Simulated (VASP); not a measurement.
# SnTe (Pm-3m) in VASP: further runs, part 2 of 2

VASP 6.6.1. The steps go on from the part before.

## (4) Single point, PBE

The input, INCAR:

```
SYSTEM = SnTe
  PREC = Accurate
  ENCUT = 520
  EDIFF = 1E-7
  ISMEAR = 0
  SIGMA = 0.028999999999999998
  LREAL = .FALSE.
  LASPH = .TRUE.
  NELM = 100
  ALGO = Normal
  ISIF = 2
  LWAVE = .FALSE.
  LCHARG = .FALSE.
  GGA = PE
  NBANDS = 17
```

The input, KPOINTS:

```
Automatic mesh
0
G
  7 7 7
  0 0 0
```

The input, POSCAR:

```
SnTe
1.0
    3.9047000000      0.0000000000      0.0000000000
    0.0000000000      3.9047000000      0.0000000000
    0.0000000000      0.0000000000      3.9047000000
Te Sn
1 1
Direct
    0.5000000000      0.5000000000      0.5000000000
    0.0000000000      0.0000000000      0.0000000000
```

Potentials or basis: VASP PAW PBE potentials, release 64 (Te, Sn_d).

Run with:

```
$ cat potpaw_PBE.64/Te/POTCAR potpaw_PBE.64/Sn_d/POTCAR > POTCAR
$ mpirun -np 1 vasp_std > vasp.out
```

OUTCAR:

```text
SYSTEM = SnTe
   PREC = Accurate
   ENCUT = 520
   EDIFF = 1E-7
   ISMEAR = 0
   LREAL = .FALSE.
   LASPH = .TRUE.
   NELM = 100
   ISIF = 2
   GGA = PE

 ion  position               nearest neighbor table
   1  0.500  0.500  0.500-   2 3.38   2 3.38   2 3.38   2 3.38   2 3.38   2 3.38   2 3.38   2 3.38

   2  0.000  0.000  0.000-   1 3.38   1 3.38   1 3.38   1 3.38   1 3.38   1 3.38   1 3.38   1 3.38

  LATTYP: Found a simple cubic cell.
 ALAT       =     3.9047000000

  Lattice vectors:

 A1 = (   3.9047000000,   0.0000000000,   0.0000000000)
 A2 = (   0.0000000000,   3.9047000000,   0.0000000000)
 A3 = (   0.0000000000,   0.0000000000,   3.9047000000)

Analysis of symmetry for initial positions (statically):
=====================================================================
 Subroutine PRICEL returns:
 Original cell was already a primitive cell.

 Routine SETGRP: Setting up the symmetry group for a
 simple cubic supercell.

 Subroutine GETGRP returns: Found 48 space group operations
 (whereof 48 operations were pure point group operations)
 out of a pool of 48 trial point group operations.

The static configuration has the point symmetry O_h .

Analysis of symmetry for dynamics (positions and initial velocities):
[... 154 lines left out ...]

 E-fermi :   6.9688     XC(G=0):  -9.8822

 val. band max:        6.9503781868   @ k =   0.4286   0.2857   0.2857
 cond. band min:       6.9759372493   @ k =   0.4286   0.2857   0.0000
 fundamental gap:      0.0255590625
 Fermi energy:         6.9688145004

 k-point     1 :       0.0000    0.0000    0.0000
  band No.  band energies     occupation
      1     -14.5354      2.00000
      2     -14.5354      2.00000
      3     -14.4987      2.00000
      4     -14.4987      2.00000
      5     -14.4987      2.00000
      6      -5.3033      2.00000
[... 377 lines left out ...]
      4     -14.4867      2.00000
      5     -14.4867      2.00000
      6      -2.9399      2.00000
[... 9 lines left out ...]
     16      19.8000      0.00000
     17      21.6432      0.00000

------------------------ aborting loop because EDIFF is reached ----------------------------------------

  FORCE on cell =-STRESS in cart. coord.  units (eV):
  Direction    XX          YY          ZZ          XY          YZ          ZX
  --------------------------------------------------------------------------------------
  -------------------------------------------------------------------------------------
  Total       -0.4195688     -0.4195688     -0.4195688      0.0000000      0.0000000      0.0000000
  in kB      -11.2914781    -11.2914781    -11.2914781      0.0000000      0.0000000      0.0000000
  external PRESSURE =     -11.2914781 kB  Pullay stress =       0.0000000 kB

 VOLUME and BASIS-vectors are now :
 -----------------------------------------------------------------------------
  energy-cutoff  :      520.00
  volume of cell :       59.53
      direct lattice vectors                 reciprocal lattice vectors
     3.904700000  0.000000000  0.000000000     0.256101621  0.000000000  0.000000000
     0.000000000  3.904700000  0.000000000     0.000000000  0.256101621  0.000000000
     0.000000000  0.000000000  3.904700000     0.000000000  0.000000000  0.256101621

 POSITION                                       TOTAL-FORCE (eV/Angst)
 -----------------------------------------------------------------------------------
      1.95235      1.95235      1.95235         0.000000      0.000000      0.000000
      0.00000      0.00000      0.00000         0.000000      0.000000      0.000000
 -----------------------------------------------------------------------------------
    total drift:                                0.000000     -0.000000     -0.000000

  FREE ENERGIE OF THE ION-ELECTRON SYSTEM (eV)
  ---------------------------------------------------
  free  energy   TOTEN  =        -7.0685899097 eV

  energy  without entropy=       -7.0665807591  energy(sigma->0) =       -7.06758533
```

OSZICAR:

```text
N       E                     dE             d eps       ncg     rms          rms(c)
DAV:   1     0.122749659974E+03    0.12275E+03   -0.95439E+03   682   0.137E+03
DAV:   2     0.365879165325E+01   -0.11909E+03   -0.11566E+03   728   0.337E+02
DAV:   3    -0.683496257245E+01   -0.10494E+02   -0.10404E+02   834   0.859E+01
DAV:   4    -0.714220448029E+01   -0.30724E+00   -0.30594E+00   828   0.149E+01
DAV:   5    -0.715358287420E+01   -0.11378E-01   -0.11377E-01   975   0.285E+00    0.447E+00
DAV:   6    -0.707063313580E+01    0.82950E-01   -0.25276E-01   904   0.321E+00    0.289E+00
DAV:   7    -0.706899204213E+01    0.16411E-02   -0.20437E-02   745   0.825E-01    0.148E+00
DAV:   8    -0.706850575646E+01    0.48629E-03   -0.40201E-03   883   0.369E-01    0.245E-01
DAV:   9    -0.706856758782E+01   -0.61831E-04   -0.20365E-04   830   0.922E-02    0.139E-01
DAV:  10    -0.706859568807E+01   -0.28100E-04   -0.53899E-05   859   0.874E-02    0.425E-02
DAV:  11    -0.706859051927E+01    0.51688E-05   -0.11638E-05   877   0.346E-02    0.596E-03
DAV:  12    -0.706859021427E+01    0.30500E-06   -0.20497E-06   723   0.947E-03    0.528E-03
DAV:  13    -0.706858991867E+01    0.29561E-06   -0.98571E-07   810   0.509E-03    0.285E-03
DAV:  14    -0.706858990969E+01    0.89753E-08   -0.83316E-08   453   0.172E-03
   1 F= -.70685899E+01 E0= -.70675853E+01  d E =-.200915E-02
```

stdout:

```text
POSCAR found type information on POSCAR TeSn
 POSCAR found :  2 types and       2 ions
 scaLAPACK will be used
 LDA part: xc-table for (Slater+PW92), standard interpolation
 POSCAR, INCAR and KPOINTS ok, starting setup
 FFT: planning ... GRIDC
 FFT: planning ... GRID_SOFT
 FFT: planning ... GRID
 WAVECAR not read
 entering main loop
```

It took 14 s on 1 thread of Intel Xeon Platinum 8375C at 2.90GHz (Ice Lake), shared host; peak memory 0.17 GiB.

What came out:

```yaml
Free_energy: -7.0686 eV
Pressure: -1.1 GPa
Band_gap_on_the_k_mesh: zero (band 10 reaches 7.21 eV, above the bottom of band 11 at 6.18 eV)
```

Levels at points of the mesh, in eV from the Fermi level:
| k point | band 6 | band 7 | band 8 | band 9 | band 10 | band 11 | band 12 | band 13 | band 14 | band 15 |
| --- | --- | --- | --- | --- | --- | --- | --- | --- | --- | --- |
| (0.00, 0.00, 0.00) | -12.27 | -5.24 | -1.68 | -1.68 | -1.68 | 3.65 | 3.65 | 5.42 | 5.42 | 5.42 |

Caveat: spin-orbit coupling is left out, which moves the levels of the heavy elements.

## (5) The runs side by side

| level | spin | cell | k mesh | smearing | gap on the mesh (eV) | pressure (GPa) |
| --- | --- | --- | --- | --- | --- | --- |
| r2SCAN | non-collinear, zero start, SOC | a = 3.905 Å, 2 atoms | 5 × 5 × 5 | fermi-dirac 0.05 eV | - | -0.9 |
| BLYP+D3(BJ) | off | a = 3.862 Å, 2 atoms | 7 × 7 × 7 | fermi-dirac 0.05 eV | none | 0.0 |
| PBE | off | a = 3.905 Å, 2 atoms | 7 × 7 × 7 | gaussian 0.029 eV | none | -1.1 |

Alike in all rows: task single point; potentials or basis VASP PAW PBE potentials, release 64 (Te, Sn_d); cutoff (eV) 520.

Caveats: the PAW data sets were made with another functional, which shifts forces and pressure a little (some runs); spin-orbit coupling is left out, which moves the levels of the heavy elements (some runs); pairwise dispersion overbinds metals, which lowers pressure and volume (some runs).

Absolute energies hang on the potentials; compare differences alone.
